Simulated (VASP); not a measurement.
Runs of VASP 6.6.1 on LiCl. The structure is that of space group I4/mmm (No. 139), or close to it. The cells are those of the table. 

| cell | gap on the mesh (eV) |
| --- | --- |
| a = 3.584, b = 3.584, c = 3.718 Å, angles 58.8, 58.8, 62.5°, 2 atoms | 7.23 |
| a = 3.675, b = 3.675, c = 3.536 Å, angles 61.2, 61.2, 57.5°, 2 atoms | 7.21 |
| a = 3.675, b = 3.675, c = 3.808 Å, angles 58.8, 58.8, 62.4°, 2 atoms | (a) |
| a = 3.628, b = 3.628, c = 3.718 Å, angles 59.2, 59.2, 61.6°, 2 atoms | (b) |
| a = 3.719, b = 3.719, c = 3.808 Å, angles 59.2, 59.2, 61.6°, 2 atoms | 6.71 |
| a = 3.632, b = 3.632, c = 3.808 Å, angles 58.4, 58.4, 63.2°, 2 atoms | 6.91 |

Alike in all rows: task single point; level r2SCAN; potentials or basis VASP PAW PBE potentials, release 64 (Li_sv, Cl); no spin polarisation; k mesh 8 × 8 × 8; cutoff (eV) 520; smearing gaussian 0.05 eV.

**Question.** Estimate the missing entries.

**Answer.** (a) 6.81; (b) 7.10.

A k mesh can miss the band edges.
